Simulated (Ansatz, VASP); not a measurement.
## One calculation of PbSe, two programs

```
CELL_PARAMETERS angstrom
5.34100 0.00000 0.00000
0.00000 5.34100 0.00000
0.00000 0.00000 4.31519
ATOMIC_POSITIONS crystal
Pb 0.50000 0.00000 0.68987
Pb 0.00000 0.50000 0.31013
Se 0.00000 0.00000 0.00000
Se 0.50000 0.50000 0.00000
```

Change from the starting cell: ordered vacancies on the anion sites of fluorite (P4/nmm, No. 129).

Alike in both runs: task relaxation of cell and atoms; functional PBE; k mesh 6 × 6 × 6; occupations gaussian, width 0.02 eV; no spin polarisation.

|  | VASP | Ansatz |
| --- | --- | --- |
| version | VASP 6.6.1 | Ansatz 0.2.0 |
| potentials or method | VASP PAW PBE potentials, release 64 (Pb_d, Se), cutoff 600 eV | scalar-relativistic, plane waves, PAW |
| valence electrons in the cell | 40 | 60 |

VASP gave:

| Property | Result |
| --- | --- |
| gap on the k mesh at the Fermi level, each at its own relaxed structure (eV) | 0.48 |
| relaxed volume (Å³/atom) | 30.25 |
| relaxed cell length with the largest relative difference (Å) | 4.217 |

Problem. Estimate Ansatz's values.

Solution. gap on the k mesh at the Fermi level, each at its own relaxed structure (eV): 0.48; relaxed volume (Å³/atom): 30.24; relaxed cell length with the largest relative difference (Å): 4.223.

VASP's potentials hold 40 valence electrons a cell and Ansatz's 60, so a difference there can come from the potentials and not from the codes.

Neither program's run includes spin-orbit coupling.
